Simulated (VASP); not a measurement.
# W (Im-3m) in VASP: further runs, part 2 of 2

VASP 6.6.1. The steps go on from the part before.

**4. Relaxation of cell and atoms, PBE, target pressure 10 GPa, at which the enthalpy is minimised**

This run uses another cell than the first one, of 15.78 Å³/atom, 1.008 times its volume.

Input file INCAR:

```
SYSTEM = W
PREC = Accurate
ENCUT = 600
EDIFF = 1E-6
ISMEAR = -1
SIGMA = 0.05
LREAL = .FALSE.
LASPH = .TRUE.
NELM = 100
ALGO = Normal
ISIF = 3
LWAVE = .FALSE.
LCHARG = .FALSE.
GGA = PE
IBRION = 2
NSW = 50
EDIFFG = -0.01
PSTRESS = 100.0
```

Input file KPOINTS:

```
regular mesh
0
G
  10 10 10
  0 0 0
```

Input file POSCAR:

```
W
1.0
    1.5800000000      1.5800000000      1.5800000000
   -1.5800000000      1.5800000000      1.5800000000
   -1.5800000000     -1.5800000000      1.5800000000
W
1
Direct
    0.0000000000      0.0000000000      0.0000000000
```

Potentials or basis: VASP PAW PBE potentials, release 64 (W_sv).

The run is started by

```console
$ cat potpaw_PBE.64/W_sv/POTCAR > POTCAR
$ mpirun -np 1 vasp_std > vasp.out
```

OUTCAR:

```text
SYSTEM = W
   PREC = Accurate
   ENCUT = 600
   EDIFF = 1E-6
   ISMEAR = -1
   LREAL = .FALSE.
   LASPH = .TRUE.
   NELM = 100
   ISIF = 3
   GGA = PE
   IBRION = 2
   NSW = 50
   EDIFFG = -0.01
   PSTRESS = 100.0

 ion  position               nearest neighbor table
   1  0.000  0.000  0.000-

  LATTYP: Found a body centered cubic cell.
 ALAT       =     3.1600000000

  Lattice vectors:

 A1 = (   1.5800000000,  -1.5800000000,  -1.5800000000)
 A2 = (   1.5800000000,   1.5800000000,   1.5800000000)
 A3 = (  -1.5800000000,  -1.5800000000,   1.5800000000)

Analysis of symmetry for initial positions (statically):
=====================================================================
 Subroutine PRICEL returns:
 Original cell was already a primitive cell.

 Routine SETGRP: Setting up the symmetry group for a
 body centered cubic supercell.

 Subroutine GETGRP returns: Found 48 space group operations
 (whereof 48 operations were pure point group operations)
 out of a pool of 48 trial point group operations.

The static configuration has the point symmetry O_h .

Analysis of symmetry for dynamics (positions and initial velocities):
[... 165 lines left out ...]
  -------------------------------------------------------------------------------------
  Total        0.7894034      0.7894034      0.7894034      0.0000000      0.0000000      0.0000000
  in kB       80.1638079     80.1638079     80.1638079      0.0000000      0.0000000      0.0000000
  external PRESSURE =     -19.8361921 kB  Pullay stress =     100.0000000 kB
[... 61 lines left out ...]
--------------------------------------- Ionic step        3  -------------------------------------------

 number of electron      14.0000001 magnetization

 Free energy of the ion-electron system (eV)
  ---------------------------------------------------
  ext. energy  EPLUGINS =         0.00000000
  ---------------------------------------------------
  free energy    TOTEN  =       -12.93596032 eV

  energy without entropy =      -12.93172815  energy(sigma->0) =      -12.93384423

 E-fermi :  11.7354     XC(G=0): -13.7024

 val. band max:       11.6458585717   @ k =   0.5000   0.2000   0.2000
 cond. band min:      11.8146173710   @ k =   0.2000   0.1000   0.0000
 fundamental gap:      0.1687587992
 Fermi energy:        11.7353726129

 k-point     1 :       0.0000    0.0000    0.0000
  band No.  band energies     occupation
      1     -62.5923      2.00000
      2     -26.1371      2.00000
      3     -26.1371      2.00000
      4     -26.1371      2.00000
      5       1.9008      2.00000
      6      10.3384      2.00000
      7      10.3384      2.00000
      8      10.3384      2.00000
      9      13.8746      0.00000
     10      13.8746      0.00000
     11      26.1375      0.00000
[... 309 lines left out ...]
 k-point    24 :       0.5000    0.3000    0.1000
  band No.  band energies     occupation
      1     -62.4308      2.00000
      2     -27.2285      2.00000
      3     -26.8368      2.00000
      4     -26.3529      2.00000
      5       7.1604      2.00000
      6       8.0237      2.00000
      7       9.4715      2.00000
      8      13.0316      0.00000
      9      14.7508      0.00000
     10      19.0433      0.00000
     11      22.6011      0.00000

 [... further k-points ...]
[... 5 lines left out ...]
  --------------------------------------------------------------------------------------
  -------------------------------------------------------------------------------------
  Total        0.9781852      0.9781852      0.9781852      0.0000000     -0.0000000      0.0000000
  in kB       99.9020180     99.9020180     99.9020180      0.0000000     -0.0000000      0.0000000
  external PRESSURE =      -0.0979820 kB  Pullay stress =     100.0000000 kB
[... 20 lines left out ...]
  energy  without entropy=      -12.9317281472  energy(sigma->0) =      -12.93384423

  enthalpy is  TOTEN    =       -11.9568156947 eV   P V=        0.9791446276

 reached required accuracy - stopping structural energy minimisation
```

Run time: 32 s. Hardware: 1 thread of Intel Xeon 8259CL, shared host; peak memory 0.15 GiB.

Results:

- Free energy: -12.9360 eV
- Relaxed volume: 15.69 Å³/atom
- Relaxed cell: a = 2.731 Å, b = 2.731 Å, c = 2.731 Å, α = 70.53°, β = 109.47°, γ = 70.53°
- Space group after relaxing (to 0.05 Å): Im-3m (No. 229)
- Energy change on relaxing (the enthalpy is what falls): +5.0 meV/atom
- Ionic steps: 3
- Pressure after relaxing: 10.0 GPa
- Band gap on the k mesh: zero (band 7 reaches 16.82 eV, above the bottom of band 8 at 10.34 eV)

The path:
```
step  energy change (eV)  largest force (eV/Å)  pressure (GPa)  volume (Å³)
   1              0.0000                0.0000            8.02        15.78
   2              0.0360                0.0000           18.35        15.34
   3              0.0050                0.0000            9.99        15.69
```

Final structure:
```yaml
crystal:
  lattice:
    - [1.57700, 1.57700, 1.57700]
    - [-1.57700, 1.57700, 1.57700]
    - [-1.57700, -1.57700, 1.57700]
  atoms:
    - { symbol: W, position: [0.00000, 0.00000, 0.00000] }
```

Levels at points of the mesh, in eV from the Fermi level:
| k point | band 3 | band 4 | band 5 | band 6 | band 7 | band 8 | band 9 | band 10 | band 11 |
| --- | --- | --- | --- | --- | --- | --- | --- | --- | --- |
| (0.00, 0.00, 0.00) | -37.87 | -37.87 | -9.83 | -1.40 | -1.40 | -1.40 | 2.14 | 2.14 | 14.40 |
| (0.50, 0.00, 0.00) | -38.31 | -37.88 | -6.49 | -3.77 | 0.57 | 2.04 | 3.03 | 6.09 | 11.11 |
| (0.50, 0.50, 0.50) | -38.80 | -38.80 | -6.06 | -6.06 | 5.09 | 5.09 | 5.09 | 8.19 | 8.19 |

Caveat: the cell is relaxed towards a set pressure, so the enthalpy falls and the energy may rise; spin-orbit coupling is left out, which moves the levels of the heavy elements.

**5. Relaxation of cell and atoms, PBE, target pressure 20 GPa, at which the enthalpy is minimised**

This run uses another cell than the first one, of 15.78 Å³/atom, 1.008 times its volume.

Input file INCAR:

```
SYSTEM = W
PREC = Accurate ; ENCUT = 600
EDIFF = 1E-6 ; ISMEAR = -1
SIGMA = 0.05 ; LREAL = .False.
LASPH = .True. ; NELM = 100
ALGO = Normal ; ISIF = 3
LWAVE = .False. ; LCHARG = .False.
GGA = PE ; IBRION = 2
NSW = 50 ; EDIFFG = -0.01
PSTRESS = 200.0
```

Input file KPOINTS:

```
regular mesh
0
Gamma
  10 10 10
  0 0 0
```

POSCAR is that of step 4.

The run is started by

```console
$ cat potpaw_PBE.64/W_sv/POTCAR > POTCAR
$ mpirun -np 1 vasp_std > vasp.out
```

Run time: 70 s. Hardware: 1 thread of Intel Xeon 8259CL, shared host; peak memory 0.15 GiB.

Results (log left out):

| Quantity | Value |
| --- | --- |
| Free energy | -12.8971 eV |
| Relaxed volume | 15.27 Å³/atom |
| Relaxed cell | a = 2.707 Å, b = 2.707 Å, c = 2.707 Å, α = 70.53°, β = 109.47°, γ = 70.53° |
| Space group after relaxing (to 0.05 Å) | Im-3m (No. 229) |
| Energy change on relaxing (the enthalpy is what falls) | +43.9 meV/atom |
| Ionic steps | 7 |
| Pressure after relaxing | 20.0 GPa |
| Band gap on the k mesh | zero (band 7 reaches 17.42 eV, above the bottom of band 8 at 10.69 eV) |

The path:
| step | energy change (eV) | largest force (eV/Å) | pressure (GPa) | volume (Å³) |
| --- | --- | --- | --- | --- |
| 1 | 0.0000 | 0.0000 | 8.02 | 15.78 |
| 2 | 0.7170 | 0.0000 | 93.37 | 13.23 |
| 3 | 0.0389 | 0.0000 | 18.93 | 15.31 |
| 4 | 0.0433 | 0.0000 | 19.88 | 15.27 |
| 5 | 0.0445 | 0.0000 | 20.12 | 15.26 |
| 6 | 0.0419 | 0.0000 | 19.61 | 15.29 |
| 7 | 0.0439 | 0.0000 | 20.02 | 15.27 |

Final structure:
```
W
1.0
     1.56285    1.56285    1.56285
    -1.56285    1.56285    1.56285
    -1.56285   -1.56285    1.56285
W
1
Cartesian
  0.0000 0.0000 0.0000
```

Levels at points of the mesh, in eV from the Fermi level:
```tsv
k point	band 3	band 4	band 5	band 6	band 7	band 8	band 9	band 10	band 11
(0.00, 0.00, 0.00)	-37.79	-37.79	-9.98	-1.44	-1.44	-1.44	2.21	2.21	14.47
(0.50, 0.00, 0.00)	-38.26	-37.80	-6.66	-3.90	0.68	2.12	3.15	6.34	11.45
(0.50, 0.50, 0.50)	-38.81	-38.81	-6.28	-6.28	5.29	5.29	5.29	8.42	8.42
```

Caveat: the cell is relaxed towards a set pressure, so the enthalpy falls and the energy may rise; spin-orbit coupling is left out, which moves the levels of the heavy elements.

**6. Relaxation of cell and atoms, PBE, target pressure 30 GPa, at which the enthalpy is minimised**

This run uses another cell than the first one, of 15.78 Å³/atom, 1.008 times its volume.

Input file INCAR:

```
SYSTEM = W
  PREC = Accurate
  ENCUT = 600
  EDIFF = 1E-7
  ISMEAR = -1
  SIGMA = 0.05
  LREAL = .False.
  LASPH = .True.
  NELM = 100
  ALGO = Normal
  ISIF = 3
  LWAVE = .False.
  LCHARG = .False.
  GGA = PE
  IBRION = 2
  NSW = 50
  EDIFFG = -0.01
  PSTRESS = 300.0
```

KPOINTS is that of step 5.

POSCAR is that of step 5.

Potentials or basis: VASP PAW PBE potentials, release 64 (W_sv).

The run is started by

```console
$ cat potpaw_PBE.64/W_sv/POTCAR > POTCAR
$ mpirun -np 1 vasp_std > vasp.out
```

Wall time 70 s (1 thread of Intel Xeon 8259CL, shared host); peak memory 0.15 GiB.

It converged, with:

```
Free energy                                            : -12.8402 eV
Relaxed volume                                         : 14.90 Å³/atom
Relaxed cell                                           : a = 2.685 Å, b = 2.685 Å, c = 2.685 Å, α = 70.53°, β = 109.47°, γ = 70.53°
Space group after relaxing (to 0.05 Å)                 : Im-3m (No. 229)
Energy change on relaxing (the enthalpy is what falls) : +100.8 meV/atom
Ionic steps                                            : 5
Pressure after relaxing                                : 30.0 GPa
Band gap on the k mesh                                 : zero (band 7 reaches 17.97 eV, above the bottom of band 8 at 11.01 eV)
```

The path:
```tsv
step	energy change (eV)	largest force (eV/Å)	pressure (GPa)	volume (Å³)
1	0.0000	0.0000	8.02	15.78
2	2.4882	0.0000	220.49	11.33
3	0.0812	0.0000	26.86	15.01
4	0.0962	0.0000	29.29	14.93
5	0.1008	0.0000	30.00	14.90
```

Final structure:
```cif
data_structure
_symmetry_space_group_name_H-M 'P 1'
_symmetry_Int_Tables_number 1
_cell_length_a 2.6851
_cell_length_b 2.6851
_cell_length_c 2.6851
_cell_angle_alpha 70.529
_cell_angle_beta 109.471
_cell_angle_gamma 70.529
_cell_volume 14.90
loop_
_atom_site_label
_atom_site_type_symbol
_atom_site_fract_x
_atom_site_fract_y
_atom_site_fract_z
_atom_site_occupancy
W1 W 0.00000 0.00000 0.00000 1
```

Levels at points of the mesh, in eV from the Fermi level:
```tsv
k point	band 3	band 4	band 5	band 6	band 7	band 8	band 9	band 10	band 11
(0.00, 0.00, 0.00)	-37.72	-37.72	-10.10	-1.48	-1.48	-1.48	2.27	2.27	14.53
(0.50, 0.00, 0.00)	-38.22	-37.73	-6.82	-4.02	0.79	2.21	3.26	6.58	11.52
(0.50, 0.50, 0.50)	-38.81	-38.81	-6.48	-6.48	5.48	5.48	5.48	8.64	8.64
```

Caveat: the cell is relaxed towards a set pressure, so the enthalpy falls and the energy may rise; spin-orbit coupling is left out, which moves the levels of the heavy elements.

**7. Summary**

| task | cell | cutoff (eV) | gap on the mesh (eV) | pressure (GPa) |
| --- | --- | --- | --- | --- |
| single point | a = 2.730 Å, angles 70.5, 109.5, 70.5°, 1 atom | 520 | none | 10.6 |
| relaxation of cell and atoms | relaxed from a = 2.737 Å, angles 70.5, 109.5, 70.5°, 1 atom | 600 | none | 0.0 |
| relaxation of cell and atoms | relaxed to 10 GPa from a = 2.737 Å, angles 70.5, 109.5, 70.5°, 1 atom | 600 | none | 10.0 |
| relaxation of cell and atoms | relaxed to 20 GPa from a = 2.737 Å, angles 70.5, 109.5, 70.5°, 1 atom | 600 | none | 20.0 |
| relaxation of cell and atoms | relaxed to 30 GPa from a = 2.737 Å, angles 70.5, 109.5, 70.5°, 1 atom | 600 | none | 30.0 |

Alike in all rows: level PBE; potentials or basis VASP PAW PBE potentials, release 64 (W_sv); no spin polarisation; k mesh 10 × 10 × 10; smearing fermi-dirac 0.05 eV.

Caveats: spin-orbit coupling is left out, which moves the levels of the heavy elements; the cell is relaxed towards a set pressure, so the enthalpy falls and the energy may rise (some runs).

Absolute energies hang on the potentials; compare differences alone.
